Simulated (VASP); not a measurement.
# KCl (P1) in VASP: single point with PBEsol

Aim: the single point of KCl with PBEsol.

Program: VASP 6.6.1. These are calculated values, not measurements. Logs are shortened: lines on timing, memory, paths and dates and some standing lists are left out, and cuts for length are marked.

### 1 The cell of the first run

The typed cell holds 4 atoms: a = 4.413 Å, b = 4.413 Å, c = 7.644 Å, α = 73.22°, β = 73.22°, γ = 60.00°.

### 2 Single point, PBEsol (mode 4 frozen in at -0.272 Å and mode 9 at -0.045 Å (largest displacements))

File INCAR:

```
SYSTEM = KCl
ALGO     = Normal         ! electronic algorithm
EDIFF    = 1E-6           ! SCF threshold, eV
ENCUT    = 520            ! plane-wave cutoff, eV
GGA      = PS             ! functional
ISIF     = 2              ! what is computed and relaxed
ISMEAR   = 0              ! smearing method
LASPH    = .TRUE.         ! aspherical terms in the spheres
LCHARG   = .FALSE.        ! write CHGCAR
LREAL    = .FALSE.        ! projectors in reciprocal space
LWAVE    = .FALSE.        ! write WAVECAR
NBANDS   = 24             ! bands
NELM     = 80             ! most SCF steps
PREC     = Accurate       ! precision mode
SIGMA    = 0.05           ! smearing width, eV
```

File KPOINTS:

```
k-points
0
G
  6 6 6
  0 0 0
```

File POSCAR:

```
KCl
1.0
    0.0000000000     -3.1207041401     -3.1207041401
   -3.1207041401      0.0000000000     -3.1207041401
    3.1207041401      3.1207041401     -6.2414082803
K Cl
2 2
Direct
    0.4570818331      0.5646575604      0.4967459532
    0.0624424475      0.9288343460     -0.0032540468
    0.7392331991      0.7535889336      0.7535889336
    0.2392331991      0.2535889336      0.2535889336
```

Potentials or basis: VASP PAW PBE potentials, release 64 (K_sv, Cl).

On the command line:

```
$ cat potpaw_PBE.64/K_sv/POTCAR potpaw_PBE.64/Cl/POTCAR > POTCAR
$ mpirun -np 1 vasp_std > vasp.out
```

OUTCAR:

```text
SYSTEM = KCl
   EDIFF = 1E-6
   ENCUT = 520
   GGA = PS
   ISIF = 2
   ISMEAR = 0
   LASPH = .TRUE.
   LREAL = .FALSE.
   NELM = 80
   PREC = Accurate

 ion  position               nearest neighbor table
   1  0.457  0.565  0.497-   4 2.91   3 3.05   3 3.08   4 3.18   4 3.21
   2  0.062  0.929  0.997-   3 2.88   4 2.92   3 3.09   4 3.19
   3  0.739  0.754  0.754-   2 2.88   1 3.05   1 3.08   2 3.09
   4  0.239  0.254  0.254-   1 2.91   2 2.92   1 3.18   2 3.19   1 3.21

  LATTYP: Found a trigonal (rhomboedric) cell.
 ALAT       =     7.6441327815
 COS(alpha) =     0.8333333333

  Lattice vectors:

 A1 = (   3.1207041401,   6.2414082802,  -3.1207041402)
 A2 = (   6.2414082802,   3.1207041401,  -3.1207041402)
 A3 = (   3.1207041401,   3.1207041401,  -6.2414082803)

Analysis of symmetry for initial positions (statically):
=====================================================================
 Subroutine PRICEL returns:
 Original cell was already a primitive cell.

 Routine SETGRP: Setting up the symmetry group for a
 trigonal (rhombohedral) supercell.

 Subroutine GETGRP returns: Found  1 space group operations
 (whereof  1 operations were pure point group operations)
 out of a pool of 12 trial point group operations.

The static configuration has the point symmetry C_1 .

Analysis of symmetry for dynamics (positions and initial velocities):
=====================================================================
 Subroutine PRICEL returns:
 Original cell was already a primitive cell.

 Routine SETGRP: Setting up the symmetry group for a
 trigonal (rhombohedral) supercell.

 Subroutine GETGRP returns: Found  1 space group operations
 (whereof  1 operations were pure point group operations)
 out of a pool of 12 trial point group operations.

The dynamic configuration has the point symmetry C_1 .

 Subroutine INISYM returns: Found  1 space group operations
 (whereof  1 operations are pure point group operations),
 and found     1 'primitive' translations

----------------------------------------------------------------------------------------

                                     Primitive cell

  volume of cell :     121.5676

  direct lattice vectors                    reciprocal lattice vectors
     0.000000000 -3.120704140 -3.120704140     0.080110125 -0.240330376 -0.080110125
[... 84 lines left out ...]
   ISPIN  =      1    spin polarized calculation?
   LNONCOLLINEAR =      F non collinear calculations
   LSORBIT =      F    spin-orbit coupling
   LASPH  =      T    aspherical Exc in radial PAW
   ENCUT  =  520.0 eV  38.22 Ry    6.18 a.u.   8.21  8.21 14.21*2*pi/ulx,y,z
   NELM   =     80;   NELMIN=  2; NELMDL= -5     # of ELM steps
   EDIFF  = 0.1E-05   stopping-criterion for ELM
   LREAL  =      F    real-space projection
   EDIFFG = 0.1E-04   stopping-criterion for IOM
   NSW    =      0    number of steps for IOM
   IBRION =     -1    ionic relax: 0-MD 1-quasi-New 2-CG
   NFREE  =      0    steps in history (QN), initial steepest desc. (CG)
   ISIF   =      2    stress and relaxation
   ISYM   =      2    0-nonsym 1-usesym 2-fastsym
   POTIM  = 0.5000    time-step for ionic-motion
   TEBEG  =    0.0;   TEEND  =   0.0 temperature during run
   PSTRESS=    0.0 pullay stress
   NELECT =      32.0000    total number of electrons
   NUPDOWN=      -1.0000    fix difference up-down
   EMIN   =  10.00;   EMAX   =-10.00  energy-range for DOS
   EFERMI =   0.00;   METHOD = LEGACY
   ISMEAR =     0;   SIGMA  =   0.05  broadening in eV -4-tet -1-fermi 0-gaus
   EFERMI_NEDOS =   21; number of points for ismear=-14 and -15
   IALGO  =     38    algorithm
   IMIX   =      4    mixing-type and parameters
     AMIX     =   0.40;   BMIX     =  1.00
     AMIX_MAG =   1.60;   BMIX_MAG =  1.00
  volume/ion in A,a.u.               =      30.39       205.09
  Fermi-wavevector in a.u.,A,eV,Ry     =   1.049185  1.982673 14.977157  1.100790
  Thomas-Fermi vector in A             =   2.184138
   LORBIT       =      0    0 simple, 1 ext, 2 COOP (PROOUT), +10 PAW based schemes
   GGA     = PS    functional components
   LHFCALC =     F    Hartree Fock is set to
   AEXX    =    0.0000 exact exchange contribution
   IVDW    =     0    specifies the selected vdW correction
   LEPSILON=     F    determine dielectric tensor
   LRPA    =     F    only Hartree local field effects (RPA)
 non-spin polarized calculation
 Gauss-broadening in eV      SIGMA  =   0.05
  energy-cutoff  :      520.00
  volume of cell :      121.57
 maximum number of plane-waves:      3292
 NGX is ok and might be reduce to    36
   NGX = 17   NGY = 17   NGZ = 29

 number of electron      31.9999997 magnetization

 Free energy of the ion-electron system (eV)
  ---------------------------------------------------
  ext. energy  EPLUGINS =         0.00000000
  ---------------------------------------------------
  free energy    TOTEN  =       -13.92137438 eV

  energy without entropy =      -13.92137438  energy(sigma->0) =      -13.92137438

 E-fermi :  -1.6105     XC(G=0):  -7.8121

 val. band max:       -1.8180926343   @ k =   0.0000   0.0000   0.0000
 cond. band min:       3.2856565233   @ k =   0.0000   0.0000   0.0000
 fundamental gap:      5.1037491576
 Fermi energy:        -1.6104543644

 k-point     1 :       0.0000    0.0000    0.0000
  band No.  band energies     occupation
      1     -28.7796      2.00000
      2     -28.7557      2.00000
      3     -14.1674      2.00000
      4     -13.9596      2.00000
      5     -12.3240      2.00000
      6     -12.3180      2.00000
[... 637 lines left out ...]
     23       8.2308      0.00000
     24       8.7878      0.00000

 [... further k-points ...]
[... 5 lines left out ...]
  --------------------------------------------------------------------------------------
  -------------------------------------------------------------------------------------
  Total        0.8869003      0.6869712      0.0375784      0.2109729      0.0048962     -0.0780148
  in kB       11.6887380      9.0538092      0.4952582      2.7804776      0.0645280     -1.0281818
  external PRESSURE =       7.0792684 kB  Pullay stress =       0.0000000 kB

 VOLUME and BASIS-vectors are now :
 -----------------------------------------------------------------------------
  energy-cutoff  :      520.00
  volume of cell :      121.57
      direct lattice vectors                 reciprocal lattice vectors
     0.000000000 -3.120704140 -3.120704140     0.080110125 -0.240330376 -0.080110125
    -3.120704140  0.000000000 -3.120704140    -0.240330376  0.080110125 -0.080110125
     3.120704140  3.120704140 -6.241408280     0.080110125  0.080110125 -0.080110125

 POSITION                                       TOTAL-FORCE (eV/Angst)
 -----------------------------------------------------------------------------------
     -0.21193      0.12378     -6.28894         0.353504     -0.121417      0.065326
      0.21193      2.91568     -9.31458        -0.322306      0.403949     -0.059092
      0.00000      0.04480     -9.36211        -0.015368     -0.252516     -0.011357
      0.00000      0.04480     -3.12070        -0.015831     -0.030015      0.005123
 -----------------------------------------------------------------------------------
    total drift:                                0.000036     -0.000385     -0.000064

  FREE ENERGIE OF THE ION-ELECTRON SYSTEM (eV)
  ---------------------------------------------------
  free  energy   TOTEN  =       -13.9213743759 eV

  energy  without entropy=      -13.9213743759  energy(sigma->0) =      -13.92137438
```

OSZICAR:

```text
N       E                     dE             d eps       ncg     rms          rms(c)
DAV:   1     0.226741329502E+03    0.22674E+03   -0.13967E+04  5376   0.117E+03
DAV:   2     0.331858114796E+01   -0.22342E+03   -0.21146E+03  6832   0.307E+02
DAV:   3    -0.140279427363E+02   -0.17347E+02   -0.17268E+02  8920   0.719E+01
DAV:   4    -0.144146935645E+02   -0.38675E+00   -0.38603E+00  7848   0.108E+01
DAV:   5    -0.144269334269E+02   -0.12240E-01   -0.12239E-01  8048   0.154E+00    0.507E+00
DAV:   6    -0.139234755838E+02    0.50346E+00   -0.90838E-01  6720   0.413E+00    0.405E+00
DAV:   7    -0.138973783070E+02    0.26097E-01   -0.26890E-01  7048   0.235E+00    0.238E+00
DAV:   8    -0.139199486740E+02   -0.22570E-01   -0.58318E-02  7880   0.133E+00    0.414E-01
DAV:   9    -0.139198941694E+02    0.54505E-04   -0.68386E-03  7120   0.395E-01    0.144E-01
DAV:  10    -0.139213292978E+02   -0.14351E-02   -0.16917E-03  6856   0.246E-01    0.286E-02
DAV:  11    -0.139213601540E+02   -0.30856E-04   -0.67617E-05  8000   0.390E-02    0.120E-02
DAV:  12    -0.139213711660E+02   -0.11012E-04   -0.12157E-05  7056   0.181E-02    0.705E-03
DAV:  13    -0.139213741381E+02   -0.29721E-05   -0.39324E-06  6200   0.107E-02    0.140E-03
DAV:  14    -0.139213743759E+02   -0.23781E-06   -0.25713E-07  5288   0.359E-03
   1 F= -.13921374E+02 E0= -.13921374E+02  d E =-.512775E-11
```

stdout:

```text
POSCAR found type information on POSCAR K Cl
 POSCAR found :  2 types and       4 ions
 scaLAPACK will be used
 -----------------------------------------------------------------------------
|                                                                             |
|                                                                             |
|     You enforced a specific xc type in the INCAR file but a different       |
|     I HOPE YOU KNOW WHAT YOU ARE DOING!                                     |
|                                                                             |
 -----------------------------------------------------------------------------

 LDA part: xc-table for (Slater+PW92), standard interpolation
 POSCAR, INCAR and KPOINTS ok, starting setup
 FFT: planning ... GRIDC
 FFT: planning ... GRID_SOFT
 FFT: planning ... GRID
 WAVECAR not read
 entering main loop
```

It took 5.4 min on 1 thread of Intel Xeon 6975P-C, shared host; peak memory 0.43 GiB.

Results:

```yaml
Free_energy: -13.9214 eV
Pressure: 0.7 GPa
Largest_force: 0.520 eV/Å
Band_gap_on_the_k_mesh: 5.10 eV, direct
```

Forces on the atoms (eV/Å):
```
K    0.354 -0.121  0.065
K   -0.322  0.404 -0.059
Cl  -0.015 -0.253 -0.011
Cl  -0.016 -0.030  0.005
```

Caveat: the cell differs from its parent crystal (mode 4 frozen in at -0.272 Å and mode 9 at -0.045 Å (largest displacements)); the PAW data sets were made with another functional, which shifts forces and pressure a little. A k mesh can miss the band edges.
